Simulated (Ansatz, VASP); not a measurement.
NaF in VASP and in Ansatz

```
Na F
1.0
     0.05164    2.58290    2.58290
     2.58290    0.05164    2.58290
     2.58290    2.58290    0.05164
Na F
1 1
Direct
  0.00221 0.00221 0.00221
  0.24779 0.24779 0.24779
```

Change from the starting cell: shear_111 strain +3.1%.

Alike in both runs: task single point; functional PBE; k mesh 8 × 8 × 8; occupations fermi-dirac, width 0.02 eV; no spin polarisation.

```csv
,VASP,Ansatz
version,VASP 6.6.1,Ansatz 0.2.0
potentials or method,"VASP PAW PBE potentials, release 64 (Na_pv, F)","plane waves, PAW"
plane-wave cutoff (eV),520,420
valence electrons in the cell,14,16
```

Ansatz gave:

```
gap on the k mesh at the Fermi level (eV)                     : 5.50
pressure (GPa)                                                : 0.8
traceless stress, the component that is largest in VASP (GPa) : -0.30
```

Which values does VASP return?

gap on the k mesh at the Fermi level (eV): 5.49; pressure (GPa): 0.7; traceless stress, the component that is largest in VASP (GPa): -0.30.

With one functional, cell and mesh, what is left measures potentials, basis and numerics. VASP's potentials hold 14 valence electrons a cell and Ansatz's 16, so a difference there can come from the potentials and not from the codes.
